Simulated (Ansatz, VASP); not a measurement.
# Two plane-wave programs on Au

```
Au
1.0
    -1.68213    1.68213    1.70699
     1.68213   -1.68213    1.70699
     1.68213    1.68213   -1.70699
Au
1
Direct
  0.00000 0.00000 0.00000
```

Change from the starting cell: strain +0.015 along x and y, +0.030 along z, atoms carried along.

Alike in both runs: task single point; functional r2SCAN; k mesh 20 × 20 × 20; occupations gaussian, width 0.15 eV; no spin polarisation.

|  | VASP | Ansatz |
| --- | --- | --- |
| version | VASP 6.6.1 | Ansatz 0.2.0 |
| potentials or method | VASP PAW PBE potentials, release 64 (Au), cutoff 520 eV | scalar-relativistic, plane waves, PAW |
| valence electrons in the cell | 11 | 19 |

```csv
,VASP,Ansatz,Ansatz less VASP
gap on the k mesh at the Fermi level (eV),none,none,-
pressure (GPa),-10.5,-10.6,-0.13
"traceless stress, the component that is largest in VASP (GPa)",0.06,0.05,-0.003
```

VASP's potentials were made for PBE, not for r2SCAN. A gap of «none» marks a metal or a gap that the smearing closes. VASP's potentials hold 11 valence electrons a cell and Ansatz's 19, so a difference there can come from the potentials and not from the codes.

Neither program's run includes spin-orbit coupling.
